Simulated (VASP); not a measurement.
# NaH (I4/mmm) in VASP: further runs, part 2 of 2

VASP 6.6.1. The steps go on from the part before.

### Step 4. Single point, PBE (strain +0.025 along x and y, -0.025 along z)

INCAR reads:

```
PREC = Accurate ; ENCUT = 520
EDIFF = 1E-6 ; ISMEAR = 0
SIGMA = 0.05 ; LREAL = F
LASPH = T ; NELM = 80
ALGO = Normal ; ISIF = 2
LWAVE = F ; LCHARG = F
GGA = PE ; NBANDS = 11
```

KPOINTS reads:

```
regular mesh
0
Gamma
  8 8 8
```

POSCAR reads:

```
NaH
1.0
    0.0000000000      2.5010000000      2.3790000000
    2.5010000000      0.0000000000      2.3790000000
    2.5010000000      2.5010000000      0.0000000000
Na H
1 1
Direct
    0.0000000000      0.0000000000      0.0000000000
    0.5000000000      0.5000000000      0.5000000000
```

Potentials or basis: VASP PAW PBE potentials, release 64 (Na_pv, H).

Run with:

```console
cat potpaw_PBE.64/Na_pv/POTCAR potpaw_PBE.64/H/POTCAR > POTCAR
mpirun -np 1 vasp_std > vasp.out
```

OUTCAR:

```text
PREC = Accurate
   ENCUT = 520
   EDIFF = 1E-6
   ISMEAR = 0
   LREAL = F
   LASPH = T
   NELM = 80
   ISIF = 2
   GGA = PE

 ion  position               nearest neighbor table
   1  0.000  0.000  0.000-
   2  0.500  0.500  0.500-

  LATTYP: Found a body centered tetragonal cell.
 ALAT       =     3.5369481195
 C/A-ratio  =     1.3452275349

  Lattice vectors:

 A1 = (   0.0000000000,  -2.5010000000,  -2.3790000000)
 A2 = (   0.0000000000,   2.5010000000,  -2.3790000000)
 A3 = (   2.5010000000,   0.0000000000,   2.3790000000)

Analysis of symmetry for initial positions (statically):
=====================================================================
 Subroutine PRICEL returns:
 Original cell was already a primitive cell.

 Routine SETGRP: Setting up the symmetry group for a
 body centered tetragonal supercell.

 Subroutine GETGRP returns: Found 16 space group operations
 (whereof 16 operations were pure point group operations)
 out of a pool of 16 trial point group operations.

The static configuration has the point symmetry D_4h.

Analysis of symmetry for dynamics (positions and initial velocities):
=====================================================================
 Subroutine PRICEL returns:
 Original cell was already a primitive cell.

 Routine SETGRP: Setting up the symmetry group for a
 body centered tetragonal supercell.

 Subroutine GETGRP returns: Found 16 space group operations
 (whereof 16 operations were pure point group operations)
 out of a pool of 16 trial point group operations.

The dynamic configuration has the point symmetry D_4h.

 Subroutine INISYM returns: Found 16 space group operations
 (whereof 16 operations are pure point group operations),
 and found     1 'primitive' translations

----------------------------------------------------------------------------------------

                                     Primitive cell

  volume of cell :      29.7613

  direct lattice vectors                    reciprocal lattice vectors
     0.000000000  2.501000000  2.379000000    -0.199920032  0.199920032  0.210172341
     2.501000000  0.000000000  2.379000000     0.199920032 -0.199920032  0.210172341
     2.501000000  2.501000000  0.000000000     0.199920032  0.199920032 -0.210172341

  length of vectors
     3.451759262  3.451759262  3.536948119     0.352290294  0.352290294  0.352290294

  position of ions in fractional coordinates (direct lattice)
     0.000000000  0.000000000  0.000000000
     0.500000000  0.500000000  0.500000000

  ion indices of the primitive-cell ions
   primitive index   ion index
                 1           1
                 2           2

----------------------------------------------------------------------------------------

 KPOINTS: regular mesh

Automatic generation of k-mesh.
 Grid dimensions read from file:
 generate k-points for:    8    8    8

 Generating k-lattice:

  Cartesian coordinates                     Fractional coordinates (reciprocal lattice)
    -0.024990004  0.024990004  0.026271543     0.125000000 -0.000000000  0.000000000
     0.024990004 -0.024990004  0.026271543    -0.000000000  0.125000000  0.000000000
     0.024990004  0.024990004 -0.026271543     0.000000000  0.000000000  0.125000000

  Length of vectors
     0.044036287  0.044036287  0.044036287

  Shift w.r.t. Gamma in fractional coordinates (k-lattice)
     0.000000000  0.000000000  0.000000000

 Subroutine IBZKPT returns following result:
 ===========================================

 Found     59 irreducible k-points:

 Following reciprocal coordinates:
            Coordinates               Weight
  0.000000  0.000000  0.000000      1.000000
  0.125000  0.000000  0.000000      8.000000
  0.250000  0.000000  0.000000      8.000000
  0.375000  0.000000  0.000000      8.000000
  0.500000  0.000000  0.000000      4.000000
  0.125000  0.125000  0.000000      2.000000
[... 16 lines left out ...]
  0.250000  0.000000  0.125000     16.000000
  0.375000  0.000000  0.125000     16.000000
 [... further k-points ...]
   k-points           NKPTS =     59   k-points in BZ     NKDIM =     59   number of bands    NBANDS=     11
   number of dos      NEDOS =    301   number of ions     NIONS =      2
   total plane-waves  NPLWV =  21952
   dimension x,y,z NGX =    28 NGY =   28 NGZ =   28
   dimension x,y,z NGXF=    56 NGYF=   56 NGZF=   56
   ions per type =               1   1
   NGX,Y,Z   is equivalent  to a cutoff of  13.49, 13.49, 13.16 a.u.
   NGXF,Y,Z  is equivalent  to a cutoff of  26.97, 26.97, 26.32 a.u.
 SYSTEM =  unknown system
   PREC   = accura    normal or accurate (medium, high low for compatibility)
   ISTART =      0    job   : 0-new  1-cont  2-samecut
   ICHARG =      2    charge: 1-file 2-atom 10-const
   ISPIN  =      1    spin polarized calculation?
   LNONCOLLINEAR =      F non collinear calculations
   LSORBIT =      F    spin-orbit coupling
   LASPH  =      T    aspherical Exc in radial PAW
   ENCUT  =  520.0 eV  38.22 Ry    6.18 a.u.   6.42  6.42  6.58*2*pi/ulx,y,z
   NELM   =     80;   NELMIN=  2; NELMDL= -5     # of ELM steps
   EDIFF  = 0.1E-05   stopping-criterion for ELM
   LREAL  =      F    real-space projection
   EDIFFG = 0.1E-04   stopping-criterion for IOM
   NSW    =      0    number of steps for IOM
   IBRION =     -1    ionic relax: 0-MD 1-quasi-New 2-CG
   NFREE  =      0    steps in history (QN), initial steepest desc. (CG)
   ISIF   =      2    stress and relaxation
   ISYM   =      2    0-nonsym 1-usesym 2-fastsym
   POTIM  = 0.5000    time-step for ionic-motion
   TEBEG  =    0.0;   TEEND  =   0.0 temperature during run
   PSTRESS=    0.0 pullay stress
   NELECT =       8.0000    total number of electrons
   NUPDOWN=      -1.0000    fix difference up-down
   EMIN   =  10.00;   EMAX   =-10.00  energy-range for DOS
   EFERMI =   0.00;   METHOD = LEGACY
   ISMEAR =     0;   SIGMA  =   0.05  broadening in eV -4-tet -1-fermi 0-gaus
   EFERMI_NEDOS =   21; number of points for ismear=-14 and -15
   IALGO  =     38    algorithm
   IMIX   =      4    mixing-type and parameters
     AMIX     =   0.40;   BMIX     =  1.00
     AMIX_MAG =   1.60;   BMIX_MAG =  1.00
  volume/ion in A,a.u.               =      14.88       100.42
  Fermi-wavevector in a.u.,A,eV,Ry     =   1.056544  1.996578 15.187980  1.116285
  Thomas-Fermi vector in A             =   2.191784
   LORBIT       =      0    0 simple, 1 ext, 2 COOP (PROOUT), +10 PAW based schemes
   GGA     = PE    functional components
   LHFCALC =     F    Hartree Fock is set to
   AEXX    =    0.0000 exact exchange contribution
   IVDW    =     0    specifies the selected vdW correction
   LEPSILON=     F    determine dielectric tensor
   LRPA    =     F    only Hartree local field effects (RPA)
 non-spin polarized calculation
 Gauss-broadening in eV      SIGMA  =   0.05
  energy-cutoff  :      520.00
  volume of cell :       29.76
 maximum number of plane-waves:       825
 NGX is ok and might be reduce to    28
   NGX = 13   NGY = 13   NGZ = 13

 number of electron       8.0000006 magnetization

 Free energy of the ion-electron system (eV)
  ---------------------------------------------------
  ext. energy  EPLUGINS =         0.00000000
  ---------------------------------------------------
  free energy    TOTEN  =        -5.07836002 eV

  energy without entropy =       -5.07836002  energy(sigma->0) =       -5.07836002

 E-fermi :  -1.0327     XC(G=0):  -7.5903

 val. band max:       -1.2510129872   @ k =  -0.3750   0.5000   0.1250
 cond. band min:       2.4026269737   @ k =   0.5000   0.0000   0.0000
 fundamental gap:      3.6536399609
 Fermi energy:        -1.0327440411

 k-point     1 :       0.0000    0.0000    0.0000
  band No.  band energies     occupation
      1     -23.4781      2.00000
      2     -23.4781      2.00000
      3     -23.4609      2.00000
      4      -4.7462      2.00000
      5       8.6484      0.00000
      6      13.8737      0.00000
      7      13.8737      0.00000
      8      14.1166      0.00000
      9      14.6700      0.00000
     10      14.6700      0.00000
     11      14.6914      0.00000
[... 309 lines left out ...]
 k-point    24 :       0.3750    0.0000    0.1250
  band No.  band energies     occupation
      1     -23.5305      2.00000
      2     -23.4905      2.00000
      3     -23.4751      2.00000
      4      -2.9322      2.00000
      5       4.2934      0.00000
      6       8.3008      0.00000
      7      11.0346      0.00000
      8      12.5259      0.00000
      9      14.2828      0.00000
     10      16.9738      0.00000
     11      17.3901      0.00000

 [... further k-points ...]
[... 5 lines left out ...]
  --------------------------------------------------------------------------------------
  -------------------------------------------------------------------------------------
  Total       -0.2791422     -0.2791422     -0.0420187      0.0000000      0.0000000      0.0000000
  in kB      -15.0274121    -15.0274121     -2.2620443      0.0000000      0.0000000      0.0000000
  external PRESSURE =     -10.7722895 kB  Pullay stress =       0.0000000 kB

 VOLUME and BASIS-vectors are now :
 -----------------------------------------------------------------------------
  energy-cutoff  :      520.00
  volume of cell :       29.76
      direct lattice vectors                 reciprocal lattice vectors
     0.000000000  2.501000000  2.379000000    -0.199920032  0.199920032  0.210172341
     2.501000000  0.000000000  2.379000000     0.199920032 -0.199920032  0.210172341
     2.501000000  2.501000000  0.000000000     0.199920032  0.199920032 -0.210172341

 POSITION                                       TOTAL-FORCE (eV/Angst)
 -----------------------------------------------------------------------------------
      0.00000      0.00000      0.00000         0.000000      0.000000     -0.000000
      2.50100      2.50100      2.37900         0.000000      0.000000      0.000000
 -----------------------------------------------------------------------------------
    total drift:                               -0.000000     -0.000000     -0.000000

  FREE ENERGIE OF THE ION-ELECTRON SYSTEM (eV)
  ---------------------------------------------------
  free  energy   TOTEN  =        -5.0783600222 eV

  energy  without entropy=       -5.0783600222  energy(sigma->0) =       -5.07836002
```

stdout:

```text
POSCAR found type information on POSCAR NaH
 POSCAR found :  2 types and       2 ions
 scaLAPACK will be used
 LDA part: xc-table for (Slater+PW92), standard interpolation
 POSCAR, INCAR and KPOINTS ok, starting setup
 FFT: planning ... GRIDC
 FFT: planning ... GRID_SOFT
 FFT: planning ... GRID
 WAVECAR not read
 entering main loop
```

Run time: 9 s. Hardware: 1 thread of Intel Xeon 6975P-C (Granite Rapids), shared host; peak memory 0.15 GiB.

Results:

| Item | Value |
| --- | --- |
| Free energy | -5.0784 eV |
| Pressure | -1.1 GPa |
| Band gap on the k mesh | 3.65 eV, indirect (least direct gap 4.51 eV) |

Stress tensor (GPa, compression positive):
```
-1.50  0.00  0.00
 0.00 -1.50  0.00
 0.00  0.00 -0.23
```

Levels at points of the mesh, in eV from the valence-band top:
```
           k point  band 2  band 3  band 4  band 5  band 6  band 7
(0.00, 0.00, 0.00)  -22.23  -22.21   -3.50    9.90   15.12   15.12
(0.50, 0.00, 0.00)  -22.24  -22.22   -0.85    3.65   10.36   12.68
(0.50, 0.50, 0.00)  -22.26  -22.26   -0.04    4.90    9.50    9.93
(0.50, 0.00, 0.50)  -22.25  -22.24   -0.27    4.33    9.99   10.50
```

Caveat: the cell differs from its parent crystal (strain +0.025 along x and y, -0.025 along z). A k mesh can miss the band edges.

### Step 5. Single point, PBE (strain +0.050 along x and y, -0.050 along z)

INCAR reads:

```
ALGO = Normal ; EDIFF = 1E-7
ENCUT = 520 ; GGA = PE
ISIF = 2 ; ISMEAR = 0
LASPH = T ; LCHARG = F
LREAL = F ; LWAVE = F
NBANDS = 11 ; NELM = 80
PREC = Accurate ; SIGMA = 0.05
```

KPOINTS reads:

```
k-points
0
Gamma
  8 8 8
```

POSCAR reads:

```
NaH
1.0
    0.0000000000      2.5620000000      2.3180000000
    2.5620000000      0.0000000000      2.3180000000
    2.5620000000      2.5620000000      0.0000000000
Na H
1 1
Direct
    0.0000000000      0.0000000000      0.0000000000
    0.5000000000      0.5000000000      0.5000000000
```

Potentials or basis: VASP PAW PBE potentials, release 64 (Na_pv, H).

Run with:

```console
cat potpaw_PBE.64/Na_pv/POTCAR potpaw_PBE.64/H/POTCAR > POTCAR
mpirun -np 1 vasp_std > vasp.out
```

OUTCAR:

```text
EDIFF = 1E-7
   ENCUT = 520
   GGA = PE
   ISIF = 2
   ISMEAR = 0
   LASPH = T
   LREAL = F
   NELM = 80
   PREC = Accurate

 ion  position               nearest neighbor table
   1  0.000  0.000  0.000-
   2  0.500  0.500  0.500-

  LATTYP: Found a body centered tetragonal cell.
 ALAT       =     3.6232151468
 C/A-ratio  =     1.2795265564

  Lattice vectors:

 A1 = (   0.0000000000,  -2.5620000000,  -2.3180000000)
 A2 = (   0.0000000000,   2.5620000000,  -2.3180000000)
 A3 = (   2.5620000000,   0.0000000000,   2.3180000000)

Analysis of symmetry for initial positions (statically):
=====================================================================
 Subroutine PRICEL returns:
 Original cell was already a primitive cell.

 Routine SETGRP: Setting up the symmetry group for a
 body centered tetragonal supercell.

 Subroutine GETGRP returns: Found 16 space group operations
 (whereof 16 operations were pure point group operations)
 out of a pool of 16 trial point group operations.

The static configuration has the point symmetry D_4h.

[... 164 lines left out ...]
 cond. band min:       2.3249315649   @ k =   0.5000   0.0000   0.0000
 fundamental gap:      3.5467320988
 Fermi energy:        -0.9155913301

 k-point     1 :       0.0000    0.0000    0.0000
  band No.  band energies     occupation
      1     -23.5778      2.00000
      2     -23.5778      2.00000
      3     -23.5442      2.00000
      4      -4.7486      2.00000
      5       8.3148      0.00000
      6      13.6406      0.00000
      7      13.6406      0.00000
      8      14.1108      0.00000
      9      14.4345      0.00000
     10      14.4345      0.00000
     11      14.4657      0.00000
[... 309 lines left out ...]
 k-point    24 :       0.3750    0.0000    0.1250
  band No.  band energies     occupation
      1     -23.6227      2.00000
      2     -23.5900      2.00000
      3     -23.5597      2.00000
      4      -2.9902      2.00000
      5       4.1831      0.00000
      6       8.0752      0.00000
      7      10.9894      0.00000
      8      12.1084      0.00000
      9      14.0012      0.00000
     10      16.7183      0.00000
     11      17.3248      0.00000

 [... further k-points ...]
[... 5 lines left out ...]
  --------------------------------------------------------------------------------------
  -------------------------------------------------------------------------------------
  Total       -0.3894677     -0.3894677      0.0777464      0.0000000      0.0000000     -0.0000000
  in kB      -20.5059694    -20.5059694      4.0934491      0.0000000      0.0000000     -0.0000000
  external PRESSURE =     -12.3061632 kB  Pullay stress =       0.0000000 kB

 VOLUME and BASIS-vectors are now :
 -----------------------------------------------------------------------------
  energy-cutoff  :      520.00
  volume of cell :       30.43
      direct lattice vectors                 reciprocal lattice vectors
     0.000000000  2.562000000  2.318000000    -0.195160031  0.195160031  0.215703192
     2.562000000  0.000000000  2.318000000     0.195160031 -0.195160031  0.215703192
     2.562000000  2.562000000  0.000000000     0.195160031  0.195160031 -0.215703192

 POSITION                                       TOTAL-FORCE (eV/Angst)
 -----------------------------------------------------------------------------------
      0.00000      0.00000      0.00000         0.000000     -0.000000      0.000000
      2.56200      2.56200      2.31800         0.000000      0.000000      0.000000
 -----------------------------------------------------------------------------------
    total drift:                               -0.000000     -0.000000     -0.000000

  FREE ENERGIE OF THE ION-ELECTRON SYSTEM (eV)
  ---------------------------------------------------
  free  energy   TOTEN  =        -5.0620040901 eV

  energy  without entropy=       -5.0620040901  energy(sigma->0) =       -5.06200409
```

Wall time 9 s (1 thread of Intel Xeon 6975P-C (Granite Rapids), shared host); peak memory 0.15 GiB.

Results:

* Free energy: -5.0620 eV
* Pressure: -1.2 GPa
* Band gap on the k mesh: 3.55 eV, indirect (least direct gap 4.47 eV)

Stress tensor (GPa, compression positive):
```
-2.05  0.00  0.00
 0.00 -2.05  0.00
 0.00  0.00  0.41
```

Caveat: the cell differs from its parent crystal (strain +0.050 along x and y, -0.050 along z). A k mesh can miss the band edges.

### Step 6. Single point, PBE (strain +0.050 along x and y, +0.000 along z)

INCAR reads:

```
SYSTEM = NaH
  PREC = Accurate
  ENCUT = 520
  EDIFF = 1E-6
  ISMEAR = 0
  SIGMA = 0.05
  LREAL = .FALSE.
  LASPH = .TRUE.
  NELM = 80
  ALGO = Normal
  ISIF = 2
  LWAVE = .FALSE.
  LCHARG = .TRUE.
  GGA = PE
  LELF = .TRUE.
  LVHAR = .TRUE.
  NBANDS = 11
```

KPOINTS reads:

```
Automatic mesh
0
G
  8 8 8
  0 0 0
```

POSCAR reads:

```
NaH
1.0
    0.0000000000      2.5620000000      2.4400000000
    2.5620000000      0.0000000000      2.4400000000
    2.5620000000      2.5620000000      0.0000000000
Na H
1 1
Direct
    0.0000000000      0.0000000000      0.0000000000
    0.5000000000      0.5000000000      0.5000000000
```

Potentials or basis: VASP PAW PBE potentials, release 64 (Na_pv, H).

Run with:

```console
cat potpaw_PBE.64/Na_pv/POTCAR potpaw_PBE.64/H/POTCAR > POTCAR
mpirun -np 1 vasp_std > vasp.out
```

Wall time 9.1 s (1 thread of Intel Xeon 6975P-C (Granite Rapids), shared host); peak memory 0.15 GiB.

Results (log left out):

```
Free energy            : -5.0550 eV
Pressure               : -2.3 GPa
Band gap on the k mesh : 3.53 eV, indirect (least direct gap 4.35 eV)
```

Stress tensor (GPa, compression positive):
```
-2.57  0.00  0.00
 0.00 -2.57  0.00
 0.00  0.00 -1.76
```

Levels at points of the mesh, in eV from the valence-band top:
```
           k point  band 1  band 2  band 3  band 4  band 5  band 6  band 7  band 8
(0.00, 0.00, 0.00)  -22.37  -22.37  -22.35   -3.30    9.30   14.60   14.60   14.83
(0.50, 0.00, 0.00)  -22.42  -22.38  -22.36   -0.81    3.53    9.89   12.27   12.90
(0.50, 0.50, 0.00)  -22.41  -22.39  -22.39   -0.03    4.74    9.25    9.53    9.53
(0.50, 0.00, 0.50)  -22.42  -22.38  -22.37   -0.26    4.21    9.71   10.05   10.14
```

Caveat: the cell differs from its parent crystal (strain +0.050 along x and y, +0.000 along z).

### Step 7. Overview

```csv
cell,gap on the mesh (eV),pressure (GPa)
"a = 3.496, b = 3.496, c = 3.364 Å, angles 61.2, 61.2, 57.5°, 2 atoms",3.67,-0.5
"a = 3.410, b = 3.410, c = 3.537 Å, angles 58.8, 58.8, 62.5°, 2 atoms",3.66,-0.4
"a = 3.452, b = 3.452, c = 3.537 Å, angles 59.2, 59.2, 61.6°, 2 atoms",3.65,-1.1
"a = 3.455, b = 3.455, c = 3.623 Å, angles 58.4, 58.4, 63.2°, 2 atoms",3.55,-1.2
"a = 3.538, b = 3.538, c = 3.623 Å, angles 59.2, 59.2, 61.6°, 2 atoms",3.53,-2.3
```

Alike in all rows: task single point; level PBE; potentials or basis VASP PAW PBE potentials, release 64 (Na_pv, H); no spin polarisation; k mesh 8 × 8 × 8; cutoff (eV) 520; smearing gaussian 0.05 eV.

Absolute energies hang on the potentials; compare differences alone.
